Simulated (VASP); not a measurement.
# InSe in VASP: a series of runs

Runs on InSe. Level: PBE. Tasks: single point.

All numbers are computed with VASP 6.6.1; they aren't measurements. Logs are shortened: lines on timing, memory, paths and dates and some standing lists are left out, and cuts for length are marked.

## (1) The cell of the first run

It takes space group R-3m (No. 166, trigonal). Conventional cell: a = 4.120 Å, b = 4.120 Å, c = 22.190 Å, α = 90.00°, β = 90.00°, γ = 120.00°. In (site symmetry -3m) has 6 Se at 3.20 Å and 6 In at 4.12 Å within 4.2 Å. Within 3.7 Å of In (site symmetry -3m) lie 6 Se at 2.85 Å. Within 3.7 Å of Se (site symmetry 3m) lie 6 In at 2.85 to 3.20 Å.

## (2) Single point, PBE

Contents of INCAR:

```
SYSTEM = InSe
ALGO = Normal
EDIFF = 1E-6
ENCUT = 520
GGA = PE
ISIF = 2
ISMEAR = 0
LASPH = .True.
LCHARG = .False.
LREAL = .False.
LWAVE = .False.
NBANDS = 27
NELM = 80
PREC = Accurate
SIGMA = 0.1
```

Contents of KPOINTS:

```
k-points
0
Gamma
  6 6 6
  0 0 0
```

Contents of POSCAR:

```
InSe
1.0
    2.0601532702      1.1894300451      7.3965156730
   -2.0601532702      1.1894300451      7.3965156730
    0.0000000000     -2.3788600902      7.3965156730
In Se
2 2
Direct
    0.0000000000      0.0000000000      0.0000000000
    0.5000000000      0.5000000000      0.5000000000
    0.2370396720      0.2370396720      0.2370396720
    0.7629603280      0.7629603280      0.7629603280
```

Potentials or basis: VASP PAW PBE potentials, release 64 (In_d, Se).

Started as:

```bash
$ cat potpaw_PBE.64/In_d/POTCAR potpaw_PBE.64/Se/POTCAR > POTCAR
$ mpirun -np 1 vasp_std > vasp.out
```

OUTCAR:

```text
SYSTEM = InSe
   EDIFF = 1E-6
   ENCUT = 520
   GGA = PE
   ISIF = 2
   ISMEAR = 0
   LASPH = .True.
   LREAL = .False.
   NELM = 80
   PREC = Accurate

 ion  position               nearest neighbor table
   1  0.000  0.000  0.000-   4 3.20   3 3.20   4 3.20   4 3.20   3 3.20   3 3.20
   2  0.500  0.500  0.500-   3 2.85   4 2.85   3 2.85   3 2.85   4 2.85   4 2.85
   3  0.237  0.237  0.237-   2 2.85   2 2.85   2 2.85   1 3.20   1 3.20   1 3.20
   4  0.763  0.763  0.763-   2 2.85   2 2.85   2 2.85   1 3.20   1 3.20   1 3.20

  LATTYP: Found a trigonal (rhomboedric) cell.
 ALAT       =     7.7696473170
 COS(alpha) =     0.8593866845

  Lattice vectors:

 A1 = (   2.0601532702,   1.1894300451,   7.3965156730)
 A2 = (  -2.0601532702,   1.1894300451,   7.3965156730)
 A3 = (   0.0000000000,  -2.3788600902,   7.3965156730)

Analysis of symmetry for initial positions (statically):
=====================================================================
 Subroutine PRICEL returns:
 Original cell was already a primitive cell.

 Routine SETGRP: Setting up the symmetry group for a
 trigonal (rhombohedral) supercell.

 Subroutine GETGRP returns: Found 12 space group operations
 (whereof 12 operations were pure point group operations)
 out of a pool of 12 trial point group operations.

The static configuration has the point symmetry D_3d.

Analysis of symmetry for dynamics (positions and initial velocities):
=====================================================================
 Subroutine PRICEL returns:
 Original cell was already a primitive cell.

 Routine SETGRP: Setting up the symmetry group for a
 trigonal (rhombohedral) supercell.

 Subroutine GETGRP returns: Found 12 space group operations
 (whereof 12 operations were pure point group operations)
 out of a pool of 12 trial point group operations.

The dynamic configuration has the point symmetry D_3d.

 Subroutine INISYM returns: Found 12 space group operations
 (whereof 12 operations are pure point group operations),
 and found     1 'primitive' translations

----------------------------------------------------------------------------------------

                                     Primitive cell

  volume of cell :     108.7469

  direct lattice vectors                    reciprocal lattice vectors
     2.060153270  1.189430045  7.396515673     0.242700389  0.140123135  0.045066265
    -2.060153270  1.189430045  7.396515673    -0.242700389  0.140123135  0.045066265
     0.000000000 -2.378860090  7.396515673     0.000000000 -0.280246270  0.045066265

  length of vectors
     7.769647317  7.769647317  7.769647317     0.283846684  0.283846684  0.283846684

  position of ions in fractional coordinates (direct lattice)
     0.000000000  0.000000000  0.000000000
     0.500000000  0.500000000  0.500000000
     0.237039672  0.237039672  0.237039672
     0.762960328  0.762960328  0.762960328

  ion indices of the primitive-cell ions
   primitive index   ion index
                 1           1
                 2           2
                 3           3
                 4           4

----------------------------------------------------------------------------------------

 KPOINTS: k-points

Automatic generation of k-mesh.
 Grid dimensions read from file:
 generate k-points for:    6    6    6

 Generating k-lattice:

  Cartesian coordinates                     Fractional coordinates (reciprocal lattice)
     0.040450065  0.023353856  0.007511044     0.166666667  0.000000000  0.000000000
    -0.040450065  0.023353856  0.007511044     0.000000000  0.166666667  0.000000000
     0.000000000 -0.046707712  0.007511044     0.000000000  0.000000000  0.166666667

  Length of vectors
     0.047307781  0.047307781  0.047307781

  Shift w.r.t. Gamma in fractional coordinates (k-lattice)
     0.000000000  0.000000000  0.000000000

 Subroutine IBZKPT returns following result:
 ===========================================

 Found     32 irreducible k-points:

 Following reciprocal coordinates:
            Coordinates               Weight
  0.000000  0.000000  0.000000      1.000000
  0.166667  0.000000  0.000000      6.000000
  0.333333  0.000000  0.000000      6.000000
  0.500000  0.000000  0.000000      3.000000
  0.166667  0.166667  0.000000      6.000000
  0.333333  0.166667  0.000000     12.000000
[... 16 lines left out ...]
  0.500000  0.500000  0.166667      6.000000
 -0.333333  0.500000  0.166667     12.000000
 [... further k-points ...]
   k-points           NKPTS =     32   k-points in BZ     NKDIM =     32   number of bands    NBANDS=     27
   number of dos      NEDOS =    301   number of ions     NIONS =      4
   total plane-waves  NPLWV = 216000
   dimension x,y,z NGX =    60 NGY =   60 NGZ =   60
   dimension x,y,z NGXF=   120 NGYF=  120 NGZF=  120
   ions per type =               2   2
   NGX,Y,Z   is equivalent  to a cutoff of  12.84, 12.84, 12.84 a.u.
   NGXF,Y,Z  is equivalent  to a cutoff of  25.68, 25.68, 25.68 a.u.
 SYSTEM =  InSe
   PREC   = accura    normal or accurate (medium, high low for compatibility)
   ISTART =      0    job   : 0-new  1-cont  2-samecut
   ICHARG =      2    charge: 1-file 2-atom 10-const
   ISPIN  =      1    spin polarized calculation?
   LNONCOLLINEAR =      F non collinear calculations
   LSORBIT =      F    spin-orbit coupling
   LASPH  =      T    aspherical Exc in radial PAW
   ENCUT  =  520.0 eV  38.22 Ry    6.18 a.u.  14.45 14.45 14.45*2*pi/ulx,y,z
   NELM   =     80;   NELMIN=  2; NELMDL= -5     # of ELM steps
   EDIFF  = 0.1E-05   stopping-criterion for ELM
   LREAL  =      F    real-space projection
[... 7 lines left out ...]
   TEBEG  =    0.0;   TEEND  =   0.0 temperature during run
   PSTRESS=    0.0 pullay stress
   NELECT =      38.0000    total number of electrons
   NUPDOWN=      -1.0000    fix difference up-down
   EMIN   =  10.00;   EMAX   =-10.00  energy-range for DOS
   EFERMI =   0.00;   METHOD = LEGACY
   ISMEAR =     0;   SIGMA  =   0.10  broadening in eV -4-tet -1-fermi 0-gaus
   EFERMI_NEDOS =   21; number of points for ismear=-14 and -15
   IALGO  =     38    algorithm
   IMIX   =      4    mixing-type and parameters
     AMIX     =   0.40;   BMIX     =  1.00
     AMIX_MAG =   1.60;   BMIX_MAG =  1.00
  volume/ion in A,a.u.               =      27.19       183.47
  Fermi-wavevector in a.u.,A,eV,Ry     =   1.153091  2.179027 18.090576  1.329620
  Thomas-Fermi vector in A             =   2.289738
   LORBIT       =      0    0 simple, 1 ext, 2 COOP (PROOUT), +10 PAW based schemes
   GGA     = PE    functional components
   LHFCALC =     F    Hartree Fock is set to
   AEXX    =    0.0000 exact exchange contribution
   IVDW    =     0    specifies the selected vdW correction
   LEPSILON=     F    determine dielectric tensor
   LRPA    =     F    only Hartree local field effects (RPA)
 non-spin polarized calculation
 Gauss-broadening in eV      SIGMA  =   0.10
  energy-cutoff  :      520.00
  volume of cell :      108.75
 maximum number of plane-waves:      2962
 NGX is ok and might be reduce to    60

 number of electron      38.0000001 magnetization

 Free energy of the ion-electron system (eV)
  ---------------------------------------------------
  ext. energy  EPLUGINS =         0.00000000
  ---------------------------------------------------
  free energy    TOTEN  =       -13.87129918 eV

  energy without entropy =      -13.86838618  energy(sigma->0) =      -13.86984268

 E-fermi :   5.1239     XC(G=0):  -9.4302

 val. band max:        5.0829405194   @ k =   0.5000   0.3333   0.3333
 cond. band min:       5.1336241130   @ k =   0.5000   0.5000   0.5000
 fundamental gap:      0.0506835937
 Fermi energy:         5.1238611085

 k-point     1 :       0.0000    0.0000    0.0000
  band No.  band energies     occupation
      1      -9.8190      2.00000
      2      -9.8190      2.00000
      3      -9.7852      2.00000
      4      -9.7466      2.00000
      5      -9.7466      2.00000
      6      -9.3163      2.00000
[... 19 lines left out ...]
     26      11.2600      0.00000
     27      11.5083      0.00000

 k-point     2 :       0.1667    0.0000    0.0000
  band No.  band energies     occupation
      1      -9.8884      2.00000
      2      -9.8104      2.00000
      3      -9.7736      2.00000
      4      -9.7532      2.00000
      5      -9.7424      2.00000
      6      -9.3263      2.00000
[... 19 lines left out ...]
     26      10.5389      0.00000
     27      11.1204      0.00000

 k-point     3 :       0.3333    0.0000    0.0000
  band No.  band energies     occupation
      1     -10.0123      2.00000
      2      -9.8015      2.00000
      3      -9.7721      2.00000
      4      -9.7417      2.00000
      5      -9.7253      2.00000
      6      -9.3648      2.00000
[... 19 lines left out ...]
     26      10.5357      0.00000
     27      11.2240      0.00000

 k-point     4 :       0.5000    0.0000    0.0000
  band No.  band energies     occupation
      1     -10.0655      2.00000
      2      -9.8005      2.00000
      3      -9.7767      2.00000
      4      -9.7309      2.00000
      5      -9.7131      2.00000
      6      -9.3895      2.00000
[... 19 lines left out ...]
     26      10.6490      0.00000
     27      10.7887      0.00000

 k-point     5 :       0.1667    0.1667    0.0000
  band No.  band energies     occupation
      1      -9.8889      2.00000
      2      -9.8103      2.00000
      3      -9.7736      2.00000
      4      -9.7532      2.00000
      5      -9.7424      2.00000
      6      -9.3252      2.00000
[... 19 lines left out ...]
     26      10.1432      0.00000
     27      11.5876      0.00000

 k-point     6 :       0.3333    0.1667    0.0000
  band No.  band energies     occupation
      1      -9.9661      2.00000
      2      -9.8285      2.00000
      3      -9.7584      2.00000
      4      -9.7582      2.00000
      5      -9.7300      2.00000
      6      -9.3403      2.00000
[... 444 lines left out ...]
      1     -10.0269      2.00000
      2      -9.8550      2.00000
      3      -9.7651      2.00000
      4      -9.7389      2.00000
      5      -9.7224      2.00000
      6      -9.3609      2.00000
[... 19 lines left out ...]
     26      11.1255      0.00000
     27      11.7697      0.00000

 k-point    22 :      -0.1667    0.3333    0.1667
  band No.  band energies     occupation
      1     -10.0309      2.00000
      2      -9.8525      2.00000
      3      -9.7649      2.00000
      4      -9.7388      2.00000
      5      -9.7226      2.00000
      6      -9.3483      2.00000
[... 19 lines left out ...]
     26      11.5974      0.00000
     27      12.2385      0.00000

 k-point    23 :       0.5000    0.5000    0.1667
  band No.  band energies     occupation
      1     -10.0188      2.00000
      2      -9.8019      2.00000
      3      -9.7727      2.00000
      4      -9.7420      2.00000
      5      -9.7253      2.00000
      6      -9.3544      2.00000
[... 19 lines left out ...]
     26      11.2413      0.00000
     27      11.4685      0.00000

 k-point    24 :      -0.3333    0.5000    0.1667
  band No.  band energies     occupation
      1     -10.0304      2.00000
      2      -9.8540      2.00000
      3      -9.7653      2.00000
      4      -9.7391      2.00000
      5      -9.7224      2.00000
      6      -9.3533      2.00000
[... 19 lines left out ...]
     26      11.0523      0.00000
     27      11.8549      0.00000

 [... further k-points ...]
[... 5 lines left out ...]
  --------------------------------------------------------------------------------------
  -------------------------------------------------------------------------------------
  Total       -0.0844811     -0.0844811     -0.1644823      0.0000000     -0.0000000      0.0000000
  in kB       -1.2446671     -1.2446671     -2.4233324      0.0000000     -0.0000000      0.0000000
  external PRESSURE =      -1.6375555 kB  Pullay stress =       0.0000000 kB

 VOLUME and BASIS-vectors are now :
 -----------------------------------------------------------------------------
  energy-cutoff  :      520.00
  volume of cell :      108.75
      direct lattice vectors                 reciprocal lattice vectors
     2.060153270  1.189430045  7.396515673     0.242700389  0.140123135  0.045066265
    -2.060153270  1.189430045  7.396515673    -0.242700389  0.140123135  0.045066265
     0.000000000 -2.378860090  7.396515673     0.000000000 -0.280246270  0.045066265

 POSITION                                       TOTAL-FORCE (eV/Angst)
 -----------------------------------------------------------------------------------
      0.00000      0.00000      0.00000         0.000000     -0.000000     -0.000000
      0.00000      0.00000     11.09477         0.000000     -0.000000     -0.000000
      0.00000      0.00000      5.25980         0.000000      0.000000     -0.045211
      0.00000      0.00000     16.92974         0.000000      0.000000      0.045211
 -----------------------------------------------------------------------------------
    total drift:                               -0.000000     -0.000000     -0.000000

  FREE ENERGIE OF THE ION-ELECTRON SYSTEM (eV)
  ---------------------------------------------------
  free  energy   TOTEN  =       -13.8712991831 eV

  energy  without entropy=      -13.8683861760  energy(sigma->0) =      -13.86984268
```

It took 4.3 min on 1 thread of Intel Xeon Platinum 8259CL at 2.50GHz (Skylake/Cascade Lake), shared host; peak memory 0.5 GiB.

Results:

| Item | Value |
| --- | --- |
| Free energy | -13.8713 eV |
| Pressure | -0.2 GPa |
| Largest force | 0.045 eV/Å |
| Band gap on the k mesh | zero (bands 19 and 20 overlap by 0.51 eV) |

Forces in eV/Å, atoms in the order of the input:
```
In   0.000  0.000  0.000
In   0.000  0.000  0.000
Se   0.000  0.000 -0.045
Se   0.000  0.000  0.045
```

Levels at points of the mesh, in eV from the Fermi level:
```csv
k point,band 17,band 18,band 19,band 20,band 21,band 22
"(0.00, 0.00, 0.00)",-1.74,-1.49,-1.49,1.51,2.12,3.33
"(0.50, 0.00, 0.00)",-2.92,-1.94,-1.29,-0.50,2.55,3.45
"(0.50, 0.50, 0.00)",-3.12,-1.76,-1.56,0.62,1.79,2.46
"(0.50, 0.50, 0.50)",-1.55,-1.55,0.01,0.22,2.57,4.11
```

Caveat: spin-orbit coupling is left out, which moves the levels of the heavy elements.

## (3) Single point, PBE

This run uses another cell than the first one, of the same volume but with other edges.

Contents of INCAR:

```
SYSTEM = InSe
PREC = Accurate ; ENCUT = 520
EDIFF = 1E-7 ; ISMEAR = 0
SIGMA = 0.2 ; LREAL = .False.
LASPH = .True. ; NELM = 100
ALGO = Normal ; ISIF = 2
LWAVE = .False. ; LCHARG = .False.
GGA = PE ; NBANDS = 27
```

Contents of KPOINTS:

```
regular mesh
0
Gamma
  6 6 6
  0 0 0
```

Contents of POSCAR:

```
InSe
1.0
    0.0009487865     -2.9154926465     -2.9052428459
   -2.9155345449      0.0010366774     -2.9054306210
    3.3119497342      3.2909910991     -6.2020467602
In Se
2 2
Direct
    0.9999332737      0.9999240431     -0.0000904153
    0.4999591024      0.5000716124      0.4999755024
    0.2370993581      0.2366047555      0.2894898642
    0.7630082659      0.7633995891      0.7106250487
```

Potentials or basis: VASP PAW PBE potentials, release 64 (In_d, Se).

Started as:

```bash
$ cat potpaw_PBE.64/In_d/POTCAR potpaw_PBE.64/Se/POTCAR > POTCAR
$ mpirun -np 1 vasp_std > vasp.out
```

Wall time 4.8 min (1 thread of Intel Xeon Platinum 8259CL at 2.50GHz (Skylake/Cascade Lake), shared host); peak memory 0.44 GiB.

The run converged. Its results:

* Free energy: -13.8757 eV
* Pressure: -0.1 GPa
* Largest force: 0.007 eV/Å
* Band gap on the k mesh: zero (bands 19 and 20 overlap by 0.51 eV)

Forces on the atoms (eV/Å):
```
In   0.000  0.000 -0.001
In   0.001  0.000 -0.001
Se   0.003  0.004 -0.003
Se  -0.004 -0.004  0.005
```

Stress tensor (GPa, compression positive):
```
-0.18 -0.03  0.05
-0.03 -0.12  0.04
 0.05  0.04 -0.03
```

Levels at points of the mesh, in eV from the Fermi level:
```
           k point  band 15  band 16  band 17  band 18  band 19  band 20  band 21  band 22  band 23  band 24
(0.00, 0.00, 0.00)    -2.28    -1.75    -1.73    -1.50    -1.49     1.52     2.12     3.32     3.35     5.70
(0.50, 0.00, 0.00)    -3.98    -3.10    -2.93    -1.94    -1.29    -0.49     2.54     3.45     4.18     5.20
(0.00, 0.50, 0.00)    -3.99    -3.10    -2.93    -1.94    -1.28    -0.49     2.53     3.46     4.18     5.20
(0.50, 0.50, 0.00)    -3.67    -3.34    -3.14    -1.76    -1.57     0.62     1.78     2.46     2.93     4.10
(0.00, 0.00, 0.50)    -1.70    -1.70    -1.56    -1.55     0.01     0.22     2.56     4.09     4.13     4.45
(0.50, 0.00, 0.50)    -3.67    -3.34    -3.12    -1.76    -1.56     0.62     1.79     2.47     2.96     4.11
(0.00, 0.50, 0.50)    -3.67    -3.33    -3.12    -1.77    -1.56     0.61     1.79     2.46     2.95     4.11
(0.50, 0.50, 0.50)    -3.97    -3.10    -2.94    -1.95    -1.30    -0.50     2.54     3.44     4.16     5.18
```

Caveat: spin-orbit coupling is left out, which moves the levels of the heavy elements.

## (4) Single point, PBE

This run uses another cell than the first one, of 26.96 Å³/atom.

Contents of INCAR:

```
PREC = Accurate ; ENCUT = 520
EDIFF = 1E-7 ; ISMEAR = 0
SIGMA = 0.1 ; LREAL = False
LASPH = True ; NELM = 60
ALGO = Normal ; ISIF = 2
LWAVE = False ; LCHARG = True
GGA = PE ; LELF = True
LVHAR = True ; NBANDS = 27
```

Contents of KPOINTS:

```
Automatic mesh
0
Gamma
  12 12 12
```

Contents of POSCAR:

```
InSe
1.0
    2.0648476722      1.1921403594      7.3009658797
   -2.0648476722      1.1921403594      7.3009658797
    0.0000000000     -2.3842807187      7.3009658797
In Se
2 2
Direct
    0.0000000000      0.0000000000      0.0000000000
    0.5000000000      0.5000000000      0.5000000000
    0.2377340707      0.2377340707      0.2377340707
    0.7622659293      0.7622659293      0.7622659293
```

Started as:

```bash
$ cat potpaw_PBE.64/In_d/POTCAR potpaw_PBE.64/Se/POTCAR > POTCAR
$ mpirun -np 1 vasp_std > vasp.out
```

Run time: 30 min. Hardware: 1 thread of Intel Xeon Platinum 8259CL at 2.50GHz (Skylake/Cascade Lake), shared host; peak memory 0.82 GiB.

Results (log left out):

```yaml
Free_energy: -13.8793 eV
Pressure: 0.0 GPa
Largest_force: 0.003 eV/Å
Band_gap_on_the_k_mesh: zero (bands 19 and 20 overlap by 0.78 eV)
```

Forces in eV/Å, atoms in the order of the input:
```
In   0.000  0.000  0.000
In   0.000  0.000  0.000
Se   0.000  0.000  0.003
Se   0.000  0.000 -0.003
```

Levels at points of the mesh, in eV from the Fermi level:
```tsv
k point	band 16	band 17	band 18	band 19	band 20	band 21	band 22	band 23
(0.00, 0.00, 0.00)	-1.76	-1.76	-1.51	-1.51	1.47	2.19	3.28	3.28
(0.50, 0.00, 0.00)	-3.11	-2.93	-1.98	-1.19	-0.49	2.73	3.50	4.27
(0.50, 0.50, 0.00)	-3.31	-3.15	-1.73	-1.56	0.72	1.89	2.52	2.96
(0.50, 0.50, 0.50)	-1.71	-1.58	-1.58	0.04	0.30	2.63	4.10	4.10
```

Caveat: spin-orbit coupling is left out, which moves the levels of the heavy elements.

## (5) Summary

| cell | k mesh | smearing | gap on the mesh (eV) | pressure (GPa) | largest force (eV/Å) |
| --- | --- | --- | --- | --- | --- |
| a = 7.770 Å, angles 30.8°, 4 atoms, atomic positions A | 6 × 6 × 6 | gaussian 0.1 eV | none | -0.2 | 0.05 |
| a = 4.116, b = 4.116, c = 7.763 Å, angles 74.8, 74.7, 60.1°, 4 atoms, atomic positions B | 6 × 6 × 6 | gaussian 0.2 eV | none | -0.1 | 0.01 |
| a = 7.680 Å, angles 31.2°, 4 atoms, atomic positions C | 12 × 12 × 12 | gaussian 0.1 eV | none | 0.0 | - |

Alike in all rows: task single point; level PBE; potentials or basis VASP PAW PBE potentials, release 64 (In_d, Se); no spin polarisation; cutoff (eV) 520.

Caveats: spin-orbit coupling is left out, which moves the levels of the heavy elements.

Absolute energies hang on the potentials; compare differences alone.

The gap in the log of VASP goes by the Fermi energy; the results here count the filled bands.